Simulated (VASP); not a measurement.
# Na (Fd-3m) in VASP: notebook

Runs on Na. Level: PBEsol. Tasks: single point.

Everything below comes from runs of VASP 6.6.1. Logs are shortened: lines on timing, memory, paths and dates and some standing lists are left out, and cuts for length are marked.

## Step 1: The cell of the first run

The structure is cubic, space group Fd-3m (No. 227). The conventional cell has a = 6.579 Å, b = 6.579 Å, c = 6.579 Å, α = 90.00°, β = 90.00°, γ = 90.00°. Na (site symmetry -43m) has 4 Na at 2.85 Å within 3.8 Å.

## Step 2: Single point, PBEsol (volume scaled by 0.68)

INCAR

```
SYSTEM = Na
  ALGO = Normal
  EDIFF = 1E-6
  ENCUT = 520
  GGA = PS
  ISIF = 2
  ISMEAR = -1
  LASPH = .True.
  LCHARG = .True.
  LELF = .True.
  LREAL = .False.
  LVHAR = .True.
  LWAVE = .False.
  NBANDS = 14
  NELM = 60
  PREC = Accurate
  SIGMA = 0.08
```

KPOINTS

```
k-points
0
Gamma
  9 9 9
  0 0 0
```

POSCAR

```
Na
1.0
    0.0000000000      3.2893508032      3.2893508032
    3.2893508032      0.0000000000      3.2893508032
    3.2893508032      3.2893508032      0.0000000000
Na
2
Direct
   -0.1250000000     -0.1250000000     -0.1250000000
    0.1250000000      0.1250000000      0.1250000000
```

Potentials or basis: VASP PAW PBE potentials, release 64 (Na_pv).

Command:

```
$ cat potpaw_PBE.64/Na_pv/POTCAR > POTCAR
$ mpirun -np 1 vasp_std > vasp.out
```

OUTCAR:

```text
SYSTEM = Na
   EDIFF = 1E-6
   ENCUT = 520
   GGA = PS
   ISIF = 2
   ISMEAR = -1
   LASPH = .True.
   LREAL = .False.
   NELM = 60
   PREC = Accurate

 ion  position               nearest neighbor table
   1  0.875  0.875  0.875-
   2  0.125  0.125  0.125-

  LATTYP: Found a face centered cubic cell.
 ALAT       =     6.5787016064

  Lattice vectors:

 A1 = (   0.0000000000,   3.2893508032,   3.2893508032)
 A2 = (   3.2893508032,   0.0000000000,   3.2893508032)
 A3 = (   3.2893508032,   3.2893508032,   0.0000000000)

Analysis of symmetry for initial positions (statically):
=====================================================================
 Subroutine PRICEL returns:
 Original cell was already a primitive cell.

 Routine SETGRP: Setting up the symmetry group for a
 face centered cubic supercell.

 Subroutine GETGRP returns: Found 48 space group operations
 (whereof 12 operations were pure point group operations)
 out of a pool of 48 trial point group operations.

The static configuration has the point symmetry D_3d.
 The point group associated with its full space group is O_h .

Analysis of symmetry for dynamics (positions and initial velocities):
=====================================================================
 Subroutine PRICEL returns:
 Original cell was already a primitive cell.

 Routine SETGRP: Setting up the symmetry group for a
 face centered cubic supercell.

 Subroutine GETGRP returns: Found 48 space group operations
 (whereof 12 operations were pure point group operations)
 out of a pool of 48 trial point group operations.

The dynamic configuration has the point symmetry D_3d.
 The point group associated with its full space group is O_h .

 Subroutine INISYM returns: Found 48 space group operations
 (whereof 12 operations are pure point group operations),
 and found     1 'primitive' translations

----------------------------------------------------------------------------------------

                                     Primitive cell

  volume of cell :      71.1804

  direct lattice vectors                    reciprocal lattice vectors
     0.000000000  3.289350803  3.289350803    -0.152005678  0.152005678  0.152005678
     3.289350803  0.000000000  3.289350803     0.152005678 -0.152005678  0.152005678
     3.289350803  3.289350803  0.000000000     0.152005678  0.152005678 -0.152005678

  length of vectors
     4.651844517  4.651844517  4.651844517     0.263281558  0.263281558  0.263281558

  position of ions in fractional coordinates (direct lattice)
     0.875000000  0.875000000  0.875000000
     0.125000000  0.125000000  0.125000000

[... 81 lines left out ...]
   NFREE  =      0    steps in history (QN), initial steepest desc. (CG)
   ISIF   =      2    stress and relaxation
   ISYM   =      2    0-nonsym 1-usesym 2-fastsym
   POTIM  = 0.5000    time-step for ionic-motion
   TEBEG  =    0.0;   TEEND  =   0.0 temperature during run
   PSTRESS=    0.0 pullay stress
   NELECT =      14.0000    total number of electrons
   NUPDOWN=      -1.0000    fix difference up-down
   EMIN   =  10.00;   EMAX   =-10.00  energy-range for DOS
   EFERMI =   0.00;   METHOD = LEGACY
   ISMEAR =    -1;   SIGMA  =   0.08  broadening in eV -4-tet -1-fermi 0-gaus
   EFERMI_NEDOS =   21; number of points for ismear=-14 and -15
   IALGO  =     38    algorithm
   IMIX   =      4    mixing-type and parameters
     AMIX     =   0.40;   BMIX     =  1.00
     AMIX_MAG =   1.60;   BMIX_MAG =  1.00
  volume/ion in A,a.u.               =      35.59       240.17
  Fermi-wavevector in a.u.,A,eV,Ry     =   0.952059  1.799131 12.332550  0.906417
  Thomas-Fermi vector in A             =   2.080587
   LORBIT       =      0    0 simple, 1 ext, 2 COOP (PROOUT), +10 PAW based schemes
   GGA     = PS    functional components
   LHFCALC =     F    Hartree Fock is set to
   AEXX    =    0.0000 exact exchange contribution
   IVDW    =     0    specifies the selected vdW correction
   LEPSILON=     F    determine dielectric tensor
   LRPA    =     F    only Hartree local field effects (RPA)
 non-spin polarized calculation
  energy-cutoff  :      520.00
  volume of cell :       71.18
 maximum number of plane-waves:      1936
   NGX = 17   NGY = 17   NGZ = 17

 number of electron      14.0000000 magnetization

 Free energy of the ion-electron system (eV)
  ---------------------------------------------------
  ext. energy  EPLUGINS =         0.00000000
  ---------------------------------------------------
  free energy    TOTEN  =        -1.91135015 eV

  energy without entropy =       -1.89188300  energy(sigma->0) =       -1.90161658

 E-fermi :   0.4827     XC(G=0):  -6.5805

 val. band max:        0.3811990202   @ k =  -0.4444   0.2222   0.0000
 cond. band min:       0.5376818402   @ k =  -0.3333   0.4444   0.2222
 fundamental gap:      0.1564828200
 Fermi energy:         0.4826697608

 k-point     1 :       0.0000    0.0000    0.0000
  band No.  band energies     occupation
      1     -24.9739      2.00000
      2     -24.9739      2.00000
      3     -24.9739      2.00000
      4     -24.8606      2.00000
      5     -24.8606      2.00000
      6     -24.8606      2.00000
      7      -2.9118      2.00000
      8       6.5032      0.00000
      9       6.5032      0.00000
     10       6.5032      0.00000
     11       6.7086      0.00000
     12       6.7086      0.00000
     13       6.7086      0.00000
     14       9.0888      0.00000
[... 377 lines left out ...]
      1     -25.0016      2.00000
      2     -25.0016      2.00000
      3     -24.9299      2.00000
      4     -24.9104      2.00000
      5     -24.8347      2.00000
      6     -24.8347      2.00000
      7      -0.1342      1.99910
      8       1.3703      0.00003
      9       3.6204      0.00000
     10       3.6204      0.00000
     11       4.3081      0.00000
     12       4.3199      0.00000
     13      11.8021      0.00000
     14      12.3436      0.00000

 [... further k-points ...]
[... 5 lines left out ...]
  --------------------------------------------------------------------------------------
  -------------------------------------------------------------------------------------
  Total        1.0598454      1.0598454      1.0598454      0.0000000      0.0000000      0.0000000
  in kB       23.8557195     23.8557195     23.8557195      0.0000000      0.0000000      0.0000000
  external PRESSURE =      23.8557195 kB  Pullay stress =       0.0000000 kB

 VOLUME and BASIS-vectors are now :
 -----------------------------------------------------------------------------
  energy-cutoff  :      520.00
  volume of cell :       71.18
      direct lattice vectors                 reciprocal lattice vectors
     0.000000000  3.289350803  3.289350803    -0.152005678  0.152005678  0.152005678
     3.289350803  0.000000000  3.289350803     0.152005678 -0.152005678  0.152005678
     3.289350803  3.289350803  0.000000000     0.152005678  0.152005678 -0.152005678

 POSITION                                       TOTAL-FORCE (eV/Angst)
 -----------------------------------------------------------------------------------
      5.75636      5.75636      5.75636        -0.000000     -0.000000     -0.000000
      0.82234      0.82234      0.82234         0.000000      0.000000      0.000000
 -----------------------------------------------------------------------------------
    total drift:                                0.000000      0.000000      0.000000

  FREE ENERGIE OF THE ION-ELECTRON SYSTEM (eV)
  ---------------------------------------------------
  free  energy   TOTEN  =        -1.9113501523 eV

  energy  without entropy=       -1.8918829996  energy(sigma->0) =       -1.90161658
```

OSZICAR:

```text
N       E                     dE             d eps       ncg     rms          rms(c)
DAV:   1     0.103000989365E+03    0.10300E+03   -0.76571E+03   980   0.974E+02
DAV:   2     0.231174037000E+01   -0.10069E+03   -0.99493E+02  1010   0.288E+02
DAV:   3    -0.186800919618E+01   -0.41797E+01   -0.41757E+01  1232   0.661E+01
DAV:   4    -0.192852338353E+01   -0.60514E-01   -0.60512E-01  1094   0.850E+00
DAV:   5    -0.192987137215E+01   -0.13480E-02   -0.13480E-02  1304   0.128E+00    0.423E-01
DAV:   6    -0.191802366252E+01    0.11848E-01   -0.76016E-03  1430   0.132E+00    0.239E-01
DAV:   7    -0.191162768313E+01    0.63960E-02   -0.84869E-03  1576   0.111E+00    0.651E-02
DAV:   8    -0.191134856619E+01    0.27912E-03   -0.91328E-04  1280   0.488E-01    0.443E-03
DAV:   9    -0.191134985154E+01   -0.12854E-05   -0.96475E-06  1196   0.301E-02    0.251E-03
DAV:  10    -0.191135015232E+01   -0.30078E-06   -0.33491E-07   802   0.613E-03
   1 F= -.19113502E+01 E0= -.19016166E+01  d E =-.194672E-01
```

Wall time 18 s (1 thread of Intel Xeon Platinum 8375C at 2.90GHz (Ice Lake), shared host); peak memory 0.19 GiB.

Results:

```yaml
Free_energy: -1.9114 eV
Pressure: 2.4 GPa
Band_gap_on_the_k_mesh: zero (band 7 reaches 0.99 eV, above the bottom of band 8 at 0.05 eV)
```

Levels at points of the mesh, in eV from the Fermi level:
| k point | band 3 | band 4 | band 5 | band 6 | band 7 | band 8 | band 9 | band 10 | band 11 | band 12 |
| --- | --- | --- | --- | --- | --- | --- | --- | --- | --- | --- |
| (0.00, 0.00, 0.00) | -25.46 | -25.34 | -25.34 | -25.34 | -3.39 | 6.02 | 6.02 | 6.02 | 6.23 | 6.23 |

Caveat: the PAW data sets were made with another functional, which shifts forces and pressure a little.

(Continued in part 2 of 2.)
